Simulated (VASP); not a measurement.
**Dy4Au: single point with PBE**

The system is Dy4Au.

```
Dy Au
1.0
    -3.27747    3.27747    3.27747
     3.27747   -3.27747    3.27747
     3.27747    3.27747   -3.27747
Dy Au
4 1
Cartesian
  1.6387 1.6387 1.6387
  1.6387 1.6387 -1.6387
  1.6387 -1.6387 1.6387
  -1.6387 1.6387 1.6387
  0.0000 0.0000 0.0000
```

The cell was generated, and may not be a known phase.

```yaml
Program: VASP 6.6.1
Task: single point
Functional: PBE
Potentials_or_basis: VASP PAW PBE potentials, release 64 (Dy_3, Au), 4f in core
Cutoff: 500 eV
k_mesh: 4 × 4 × 4
Occupations: gaussian, width 0.1 eV
Spin: no spin polarisation
Dipole_correction: no
Further_INCAR_settings: ALGO = Normal; EDIFF = 1e-06; NBANDS = 32
```

```
Pressure               : 8.7 GPa
Band gap on the k mesh : zero (an odd number of electrons rules out a gap without spin polarisation)
```

Levels at points of the mesh, in eV from the Fermi level:
| k point | band 19 | band 20 | band 21 | band 22 | band 23 | band 24 | band 25 | band 26 | band 27 | band 28 |
| --- | --- | --- | --- | --- | --- | --- | --- | --- | --- | --- |
| (0.00, 0.00, 0.00) | -3.45 | -1.66 | -1.66 | 0.05 | 0.05 | 0.34 | 0.34 | 0.34 | 2.12 | 2.12 |
| (0.50, 0.00, 0.00) | -3.15 | -1.65 | -1.30 | -0.85 | -0.54 | 0.10 | 0.36 | 0.64 | 0.65 | 0.77 |
| (0.50, 0.50, 0.50) | -2.93 | -2.93 | -2.93 | -1.10 | -1.10 | -1.10 | -0.18 | -0.18 | -0.18 | 0.27 |

Wall time 19 s on 1 thread of AMD EPYC 9R45 (Zen 5), with other jobs on the host, peak memory 0.23 GiB.

Caveat: the cell stands under pressure; spin-orbit coupling is left out, which moves the levels of the heavy elements; the 4f electrons are frozen in the core, so they carry no moment and show no levels. Spin polarisation is off, so any magnetic state and its effect on volume and gap are missing.
